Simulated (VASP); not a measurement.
A run of VASP 6.6.1:

Contents of POSCAR:

```
Be
1.0
    2.2645998697      0.0000000000      0.0000000000
   -1.1322999349      1.9612010165      0.0000000000
    0.0000000000      0.0000000000      3.5612588026
Be
2
Direct
    0.3333333333      0.6666666667      0.2500000000
    0.6666666667      0.3333333333      0.7500000000
```

File INCAR.step1:

```
SYSTEM = Be
ALGO = Normal
EDIFF = 1E-4
ENCUT = 520
GGA = PE
ISMEAR = -1
LASPH = .True.
LCHARG = .False.
LREAL = .False.
LWAVE = .True.
NBANDS = 9
NELM = 60
PREC = Accurate
SIGMA = 0.03
```

The input INCAR.step2:

```
SYSTEM = Be
ALGO = Normal
EDIFF = 1E-7
ENCUT = 520
ISIF = 2
ISMEAR = -1
ISTART = 1
LASPH = .True.
LCHARG = .True.
LELF = .True.
LMIXTAU = .True.
LREAL = .False.
LVHAR = .True.
LWAVE = .False.
METAGGA = R2SCAN
NBANDS = 9
NELM = 60
PREC = Accurate
SIGMA = 0.03
```

File KPOINTS:

```
k-points
0
Gamma
  16 16 9
  0 0 0
```

Potentials or basis: VASP PAW PBE potentials, release 64 (Be).

The run is started by

```sh
$ cat potpaw_PBE.64/Be/POTCAR > POTCAR
$ cp INCAR.step1 INCAR
$ mpirun -np 1 vasp_std > vasp.out
$ cp INCAR.step2 INCAR
$ mpirun -np 1 vasp_std > vasp.out
```

Hardware: 1 thread of Intel(R) Xeon(R) Platinum 8259CL CPU @ 2.50GHz (Skylake/Cascade Lake) (shared host).

How long does it take, and how much memory?

Run time: 92 s on 1 thread of Intel(R) Xeon(R) Platinum 8259CL CPU @ 2.50GHz (Skylake/Cascade Lake), on a shared host, peak memory 0.13 GiB. Counts: k points 150.
